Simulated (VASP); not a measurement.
A run of VASP 6.6.1:

INCAR

```
PREC     = Accurate       # precision mode
ENCUT    = 600            # plane-wave cutoff, eV
EDIFF    = 1E-7           # SCF threshold, eV
ISMEAR   = 0              # smearing method
SIGMA    = 0.02           # smearing width, eV
LREAL    = False          # projectors in reciprocal space
LASPH    = True           # aspherical terms in the spheres
NELM     = 60             # most SCF steps
ALGO     = Normal         # electronic algorithm
ISIF     = 3              # what is computed and relaxed
LWAVE    = False          # write WAVECAR
LCHARG   = False          # write CHGCAR
GGA      = PE             # functional
IBRION   = 2              # ionic algorithm
NSW      = 100            # ionic steps
EDIFFG   = -0.005         # ionic threshold
```

The input KPOINTS:

```
regular mesh
0
Gamma
  12 12 2
```

Contents of POSCAR:

```
MoS2
1.0
    3.1850687667      0.0000000029      0.0000000000
   -1.5925343858      2.7583504633      0.0000000000
    0.0000000000      0.0000000000     14.8079955286
Mo S
2 4
Direct
    0.6666666667      0.3333333333      0.2500000000
    0.3333333333      0.6666666667      0.7500000000
    0.6666666667      0.3333333333      0.6444803575
    0.3333333333      0.6666666667      0.3555196425
    0.6666666667      0.3333333333      0.8555196425
    0.3333333333      0.6666666667      0.1444803575
```

Potentials or basis: VASP PAW PBE potentials, release 64 (Mo_sv, S).

Launch:

```sh
$ cat potpaw_PBE.64/Mo_sv/POTCAR potpaw_PBE.64/S/POTCAR > POTCAR
$ mpirun -np 1 vasp_std > vasp.out
```

Hardware: 1 thread of Intel(R) Xeon(R) 6975P-C (Granite Rapids), with other jobs on the host.

Q: How long does it take, and how much memory?

A: Wall time 5.8 min on 1 thread of Intel(R) Xeon(R) 6975P-C (Granite Rapids), with other jobs on the host, peak memory 0.39 GiB. Counts: scf iterations 38, k points 38, ion steps 4.
